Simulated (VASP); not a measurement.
# W (Pm-3n) in VASP: a series of runs

The runs below take W through single point, relaxation of cell and atoms, with PBE.

All numbers are computed with VASP 6.6.1; they aren't measurements. Logs are shortened: lines on timing, memory, paths and dates and some standing lists are left out, and cuts for length are marked.

## (1) The cell of the first run

The structure is cubic, space group Pm-3n (No. 223). The conventional cell has a = 5.078 Å, b = 5.078 Å, c = 5.078 Å, α = 90.00°, β = 90.00°, γ = 90.00°. W (site symmetry m-3) has 12 W at 2.84 Å within 3.7 Å. W (site symmetry -4m2) has 14 W at 2.54 to 3.11 Å within 3.4 Å.

## (2) Single point, PBE

INCAR reads:

```
SYSTEM = W
PREC     = Accurate       ! precision mode
ENCUT    = 520            ! plane-wave cutoff, eV
EDIFF    = 1E-6           ! SCF threshold, eV
ISMEAR   = -1             ! smearing method
SIGMA    = 0.1            ! smearing width, eV
LREAL    = .False.        ! projectors in reciprocal space
LASPH    = .True.         ! aspherical terms in the spheres
NELM     = 60             ! most SCF steps
ALGO     = Normal         ! electronic algorithm
ISIF     = 2              ! what is computed and relaxed
LWAVE    = .False.        ! write WAVECAR
LCHARG   = .False.        ! write CHGCAR
GGA      = PE             ! functional
NBANDS   = 66             ! bands
```

KPOINTS reads:

```
regular mesh
0
Gamma
  5 5 5
  0 0 0
```

POSCAR reads:

```
W
1.0
    5.0783467371      0.0000000000      0.0000000000
    0.0000000000      5.0783467371      0.0000000000
    0.0000000000      0.0000000000      5.0783467371
W
8
Direct
    0.0000000000      1.0000000000      1.0000000000
    0.5000000000      0.5000000000      0.5000000000
    1.0000000000      0.5000000000      0.2500000000
    1.0000000000      0.5000000000      0.7500000000
    0.2500000000      0.0000000000      0.5000000000
    0.7500000000      1.0000000000      0.5000000000
    0.5000000000      0.7500000000      0.0000000000
    0.5000000000      0.2500000000      0.0000000000
```

Potentials or basis: VASP PAW PBE potentials, release 64 (W_sv).

Launch:

```console
$ cat potpaw_PBE.64/W_sv/POTCAR > POTCAR
$ mpirun -np 1 vasp_std > vasp.out
```

OUTCAR:

```text
SYSTEM = W
   PREC = Accurate
   ENCUT = 520
   EDIFF = 1E-6
   ISMEAR = -1
   LREAL = .False.
   LASPH = .True.
   NELM = 60
   ISIF = 2
   GGA = PE

 ion  position               nearest neighbor table
   1  0.000  0.000  0.000-   3 2.84   4 2.84   5 2.84   6 2.84   7 2.84   8 2.84   5 2.84   6 2.84
                             3 2.84   4 2.84   7 2.84   8 2.84
   2  0.500  0.500  0.500-   3 2.84   4 2.84   5 2.84   6 2.84   7 2.84   8 2.84   7 2.84   8 2.84
                             5 2.84   6 2.84   3 2.84   4 2.84
   3  0.000  0.500  0.250-   4 2.54   4 2.54   1 2.84   2 2.84   1 2.84   2 2.84   8 3.11   5 3.11
                             6 3.11   5 3.11   6 3.11   7 3.11   7 3.11   8 3.11
   4  0.000  0.500  0.750-   3 2.54   3 2.54   1 2.84   2 2.84   1 2.84   2 2.84   8 3.11   5 3.11
                             6 3.11   5 3.11   6 3.11   7 3.11   7 3.11   8 3.11
   5  0.250  0.000  0.500-   6 2.54   6 2.54   1 2.84   1 2.84   2 2.84   2 2.84   8 3.11   4 3.11
                             7 3.11   8 3.11   3 3.11   3 3.11   4 3.11   7 3.11
   6  0.750  0.000  0.500-   5 2.54   5 2.54   1 2.84   1 2.84   2 2.84   2 2.84   8 3.11   4 3.11
                             7 3.11   8 3.11   3 3.11   3 3.11   4 3.11   7 3.11
   7  0.500  0.750  0.000-   8 2.54   8 2.54   1 2.84   2 2.84   2 2.84   1 2.84   3 3.11   4 3.11
                             5 3.11   6 3.11   5 3.11   6 3.11   3 3.11   4 3.11
   8  0.500  0.250  0.000-   7 2.54   7 2.54   1 2.84   2 2.84   2 2.84   1 2.84   3 3.11   4 3.11
                             5 3.11   6 3.11   5 3.11   6 3.11   3 3.11   4 3.11

  LATTYP: Found a simple cubic cell.
 ALAT       =     5.0783467371

  Lattice vectors:

 A1 = (   5.0783467371,   0.0000000000,   0.0000000000)
 A2 = (   0.0000000000,   5.0783467371,   0.0000000000)
 A3 = (   0.0000000000,   0.0000000000,   5.0783467371)

Analysis of symmetry for initial positions (statically):
=====================================================================
 Subroutine PRICEL returns:
 Original cell was already a primitive cell.

 Routine SETGRP: Setting up the symmetry group for a
 simple cubic supercell.

 Subroutine GETGRP returns: Found 48 space group operations
 (whereof 24 operations were pure point group operations)
 out of a pool of 48 trial point group operations.

The static configuration has the point symmetry T_h .
 The point group associated with its full space group is O_h .

Analysis of symmetry for dynamics (positions and initial velocities):
=====================================================================
 Subroutine PRICEL returns:
 Original cell was already a primitive cell.

[... 112 lines left out ...]
   ISYM   =      2    0-nonsym 1-usesym 2-fastsym
   POTIM  = 0.5000    time-step for ionic-motion
   TEBEG  =    0.0;   TEEND  =   0.0 temperature during run
   PSTRESS=    0.0 pullay stress
   NELECT =     112.0000    total number of electrons
   NUPDOWN=      -1.0000    fix difference up-down
   EMIN   =  10.00;   EMAX   =-10.00  energy-range for DOS
   EFERMI =   0.00;   METHOD = LEGACY
   ISMEAR =    -1;   SIGMA  =   0.10  broadening in eV -4-tet -1-fermi 0-gaus
   EFERMI_NEDOS =   21; number of points for ismear=-14 and -15
   IALGO  =     38    algorithm
   IMIX   =      4    mixing-type and parameters
     AMIX     =   0.40;   BMIX     =  1.00
     AMIX_MAG =   1.60;   BMIX_MAG =  1.00
  volume/ion in A,a.u.               =      16.37       110.48
  Fermi-wavevector in a.u.,A,eV,Ry     =   1.553907  2.936459 32.853014  2.414628
  Thomas-Fermi vector in A             =   2.658070
   LORBIT       =      0    0 simple, 1 ext, 2 COOP (PROOUT), +10 PAW based schemes
   GGA     = PE    functional components
   LHFCALC =     F    Hartree Fock is set to
   AEXX    =    0.0000 exact exchange contribution
   IVDW    =     0    specifies the selected vdW correction
   LEPSILON=     F    determine dielectric tensor
   LRPA    =     F    only Hartree local field effects (RPA)
 non-spin polarized calculation
  energy-cutoff  :      520.00
  volume of cell :      130.97
 maximum number of plane-waves:      3575
 NGX is ok and might be reduce to    40
   NGX = 19   NGY = 19   NGZ = 19

 number of electron     111.9999984 magnetization

 Free energy of the ion-electron system (eV)
  ---------------------------------------------------
  ext. energy  EPLUGINS =         0.00000000
  ---------------------------------------------------
  free energy    TOTEN  =      -102.95768711 eV

  energy without entropy =     -102.85404371  energy(sigma->0) =     -102.90586541

 E-fermi :  10.7146     XC(G=0): -13.4433

 val. band max:       10.6745827622   @ k =   0.2000   0.0000   0.0000
 cond. band min:      10.7566733330   @ k =   0.4000   0.0000   0.0000
 fundamental gap:      0.0820905708
 Fermi energy:        10.7145732884

 k-point     1 :       0.0000    0.0000    0.0000
  band No.  band energies     occupation
      1     -63.2815      2.00000
      2     -63.2376      2.00000
      3     -63.2376      2.00000
      4     -63.1029      2.00000
      5     -63.1029      2.00000
      6     -63.1029      2.00000
[... 679 lines left out ...]
     65      13.3145      0.00000
     66      13.4519      0.00000

------------------------ aborting loop because EDIFF is reached ----------------------------------------

  FORCE on cell =-STRESS in cart. coord.  units (eV):
  Direction    XX          YY          ZZ          XY          YZ          ZX
  --------------------------------------------------------------------------------------
  -------------------------------------------------------------------------------------
  Total        0.4610231      0.4610231      0.4610231      0.0000000     -0.0000000      0.0000000
  in kB        5.6398329      5.6398329      5.6398329      0.0000000     -0.0000000      0.0000000
  external PRESSURE =       5.6398329 kB  Pullay stress =       0.0000000 kB

 VOLUME and BASIS-vectors are now :
 -----------------------------------------------------------------------------
  energy-cutoff  :      520.00
  volume of cell :      130.97
      direct lattice vectors                 reciprocal lattice vectors
     5.078346737  0.000000000  0.000000000     0.196914479  0.000000000  0.000000000
     0.000000000  5.078346737  0.000000000     0.000000000  0.196914479  0.000000000
     0.000000000  0.000000000  5.078346737     0.000000000  0.000000000  0.196914479

 POSITION                                       TOTAL-FORCE (eV/Angst)
 -----------------------------------------------------------------------------------
      0.00000      0.00000      0.00000        -0.000000      0.000000      0.000000
      2.53917      2.53917      2.53917        -0.000000      0.000000      0.000000
      0.00000      2.53917      1.26959        -0.000000     -0.000000      0.000000
      0.00000      2.53917      3.80876         0.000000     -0.000000     -0.000000
      1.26959      0.00000      2.53917        -0.000000      0.000000      0.000000
      3.80876      0.00000      2.53917         0.000000     -0.000000      0.000000
      2.53917      3.80876      0.00000         0.000000     -0.000000     -0.000000
      2.53917      1.26959      0.00000         0.000000      0.000000      0.000000
 -----------------------------------------------------------------------------------
    total drift:                               -0.000000     -0.000000      0.000000

  FREE ENERGIE OF THE ION-ELECTRON SYSTEM (eV)
  ---------------------------------------------------
  free  energy   TOTEN  =      -102.9576871058 eV

  energy  without entropy=     -102.8540437123  energy(sigma->0) =     -102.90586541
```

OSZICAR:

```text
N       E                     dE             d eps       ncg     rms          rms(c)
DAV:   1     0.161742587971E+04    0.16174E+04   -0.63503E+04  1320   0.201E+03
DAV:   2     0.136197429896E+02   -0.16038E+04   -0.15658E+04  1320   0.661E+02
DAV:   3    -0.102403523829E+03   -0.11602E+03   -0.10896E+03  1506   0.157E+02
DAV:   4    -0.107875354838E+03   -0.54718E+01   -0.52541E+01  1600   0.289E+01
DAV:   5    -0.108012715610E+03   -0.13736E+00   -0.13637E+00  1544   0.463E+00    0.568E+01
DAV:   6    -0.104049954234E+03    0.39628E+01   -0.59251E+00  1526   0.146E+01    0.226E+01
DAV:   7    -0.103023643674E+03    0.10263E+01   -0.33998E+00  1532   0.107E+01    0.197E+00
DAV:   8    -0.102978537037E+03    0.45107E-01   -0.31047E-01  1680   0.443E+00    0.122E+00
DAV:   9    -0.102957910663E+03    0.20626E-01   -0.47881E-02  1614   0.153E+00    0.295E-01
DAV:  10    -0.102957715943E+03    0.19472E-03   -0.44736E-03  1688   0.481E-01    0.121E-01
DAV:  11    -0.102957701327E+03    0.14616E-04   -0.28824E-04  1580   0.878E-02    0.278E-02
DAV:  12    -0.102957691416E+03    0.99112E-05   -0.20992E-05  1592   0.275E-02    0.846E-03
DAV:  13    -0.102957687890E+03    0.35255E-05   -0.33568E-06  1294   0.141E-02    0.445E-03
DAV:  14    -0.102957687106E+03    0.78435E-06   -0.27507E-07   896   0.361E-03
   1 F= -.10295769E+03 E0= -.10290587E+03  d E =-.103643E+00
```

stdout:

```text
POSCAR found type information on POSCAR W
 POSCAR found :  1 types and       8 ions
 scaLAPACK will be used
 LDA part: xc-table for (Slater+PW92), standard interpolation
 POSCAR, INCAR and KPOINTS ok, starting setup
 FFT: planning ... GRIDC
 FFT: planning ... GRID_SOFT
 FFT: planning ... GRID
 WAVECAR not read
 entering main loop
```

It took 1.8 min on 1 thread of Intel Xeon Platinum 8488C (Sapphire Rapids), shared host; peak memory 0.25 GiB.

Results:

```yaml
Free_energy: -102.9577 eV
Pressure: 0.6 GPa
Band_gap_on_the_k_mesh: zero (band 56 reaches 10.81 eV, above the bottom of band 57 at 10.30 eV)
```

Caveat: spin-orbit coupling is left out, which moves the levels of the heavy elements.

## (3) Single point, PBE

INCAR reads:

```
PREC = Accurate
ENCUT = 520
EDIFF = 1E-7
ISMEAR = -1
SIGMA = 0.1
LREAL = F
LASPH = T
NELM = 80
ALGO = Normal
ISIF = 2
LWAVE = F
LCHARG = F
GGA = PE
NBANDS = 66
```

KPOINTS reads:

```
Automatic mesh
0
Gamma
  7 7 7
```

POSCAR is that of step 2.

Potentials or basis: VASP PAW PBE potentials, release 64 (W_sv).

Launch:

```console
$ cat potpaw_PBE.64/W_sv/POTCAR > POTCAR
$ mpirun -np 1 vasp_std > vasp.out
```

It took 3.1 min on 1 thread of Intel Xeon Platinum 8488C (Sapphire Rapids), shared host; peak memory 0.3 GiB.

Results (log left out):

```
Free energy            : -102.9474 eV
Pressure               : 0.8 GPa
Band gap on the k mesh : zero (band 56 reaches 10.93 eV, above the bottom of band 57 at 10.31 eV)
```

Levels at points of the mesh, in eV from the Fermi level:
| k point | band 53 | band 54 | band 55 | band 56 | band 57 | band 58 | band 59 | band 60 |
| --- | --- | --- | --- | --- | --- | --- | --- | --- |
| (0.00, 0.00, 0.00) | -1.42 | -1.42 | -0.42 | -0.42 | -0.42 | 1.65 | 1.65 | 1.65 |

Caveat: spin-orbit coupling is left out, which moves the levels of the heavy elements.

## (4) Relaxation of cell and atoms, PBE

This run uses another cell than the first one, of 16.42 Å³/atom, 1.003 times its volume.

INCAR reads:

```
  PREC = Accurate
  ENCUT = 600
  EDIFF = 1E-6
  ISMEAR = -1
  SIGMA = 0.1
  LREAL = F
  LASPH = T
  NELM = 80
  ALGO = Normal
  ISIF = 3
  LWAVE = F
  LCHARG = F
  GGA = PE
  IBRION = 2
  NSW = 80
  EDIFFG = -0.01
```

KPOINTS reads:

```
Automatic mesh
0
Gamma
  5 5 5
```

POSCAR reads:

```
W
1.0
    5.0830000000      0.0000000000      0.0000000000
    0.0000000000      5.0830000000      0.0000000000
    0.0000000000      0.0000000000      5.0830000000
W
8
Direct
    0.0000000000      0.0000000000      0.0000000000
    0.5000000000      0.5000000000      0.5000000000
    0.0000000000      0.5000000000      0.2500000000
    0.0000000000      0.5000000000      0.7500000000
    0.2500000000      0.0000000000      0.5000000000
    0.7500000000      0.0000000000      0.5000000000
    0.5000000000      0.7500000000      0.0000000000
    0.5000000000      0.2500000000      0.0000000000
```

Launch:

```console
$ cat potpaw_PBE.64/W_sv/POTCAR > POTCAR
$ mpirun -np 1 vasp_std > vasp.out
```

It took 3.9 min on 1 thread of Intel Xeon Platinum 8488C (Sapphire Rapids), shared host; peak memory 0.3 GiB.

The run converged. Its results:

* Free energy: -102.9591 eV
* Relaxed volume: 16.40 Å³/atom
* Relaxed cell: a = 5.082 Å, b = 5.082 Å, c = 5.082 Å, α = 90.00°, β = 90.00°, γ = 90.00°
* Space group after relaxing (to 0.05 Å): Pm-3n (No. 223)
* Energy gained by relaxing: 0.0 meV/atom
* Ionic steps: 3
* Pressure after relaxing: 0.0 GPa
* Band gap on the k mesh: zero (band 56 reaches 10.78 eV, above the bottom of band 57 at 10.28 eV)

Final structure:
```xyz
8
Lattice="5.0818 0.0000 0.0000 0.0000 5.0818 0.0000 0.0000 0.0000 5.0818" Properties=species:S:1:pos:R:3 pbc="T T T"
W     0.0000    0.0000    0.0000
W     2.5409    2.5409    2.5409
W     0.0000    2.5409    1.2705
W     0.0000    2.5409    3.8114
W     1.2705    0.0000    2.5409
W     3.8114    0.0000    2.5409
W     2.5409    3.8114    0.0000
W     2.5409    1.2705    0.0000
```

Levels at points of the mesh, in eV from the Fermi level:
| k point | band 54 | band 55 | band 56 | band 57 | band 58 | band 59 |
| --- | --- | --- | --- | --- | --- | --- |
| (0.00, 0.00, 0.00) | -1.40 | -0.41 | -0.41 | -0.41 | 1.66 | 1.66 |

Caveat: spin-orbit coupling is left out, which moves the levels of the heavy elements.

## (5) Overview

| task | cell | k mesh | cutoff (eV) | gap on the mesh (eV) | pressure (GPa) |
| --- | --- | --- | --- | --- | --- |
| single point | a = 5.078 Å, 8 atoms | 5 × 5 × 5 | 520 | none | 0.6 |
| single point | a = 5.078 Å, 8 atoms | 7 × 7 × 7 | 520 | none | 0.8 |
| relaxation of cell and atoms | relaxed from a = 5.083 Å, 8 atoms | 5 × 5 × 5 | 600 | none | 0.0 |

Alike in all rows: level PBE; potentials or basis VASP PAW PBE potentials, release 64 (W_sv); no spin polarisation; smearing fermi-dirac 0.1 eV.

Caveats: spin-orbit coupling is left out, which moves the levels of the heavy elements.

Absolute energies hang on the potentials; compare differences alone.
